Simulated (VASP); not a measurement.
NbTe, 2 atoms in the cell. It takes space group Pm-3m (No. 221, cubic). The conventional cell has a = 3.426 Å, b = 3.426 Å, c = 3.426 Å, α = 90.00°, β = 90.00°, γ = 90.00°. Within 3.9 Å of Nb (site symmetry m-3m) lie 8 Te at 2.97 Å and 6 Nb at 3.43 Å. Te (site symmetry m-3m) has 8 Nb at 2.97 Å and 6 Te at 3.43 Å within 3.9 Å. 

```yaml
Program: VASP 6.6.1
Task: single point
Functional: PBE
Potentials_or_basis: VASP PAW PBE potentials, release 64 (Nb_sv, Te)
Cutoff: 520 eV
k_mesh: 8 × 8 × 8
Occupations: fermi-dirac, width 0.05 eV
Spin: no spin polarisation
Dipole_correction: no
Further_INCAR_settings: ALGO = Normal; EDIFF = 1e-07; NBANDS = 16
```

Potentials or basis: VASP PAW PBE potentials, release 64 (Nb_sv, Te).

Launch:

```sh
$ cat potpaw_PBE.64/Nb_sv/POTCAR potpaw_PBE.64/Te/POTCAR > POTCAR
$ mpirun -np 1 vasp_std > vasp.out
```

Hardware: 1 thread of AMD EPYC 7R43 64-Core Processor (Zen 3) (shared host).

Question: How long does it take, and how much memory?

Answer: Wall time 36 s on 1 thread of AMD EPYC 7R43 64-Core Processor (Zen 3) (shared host), peak memory 0.13 GiB. Counts: scf iterations 14, k points 35.
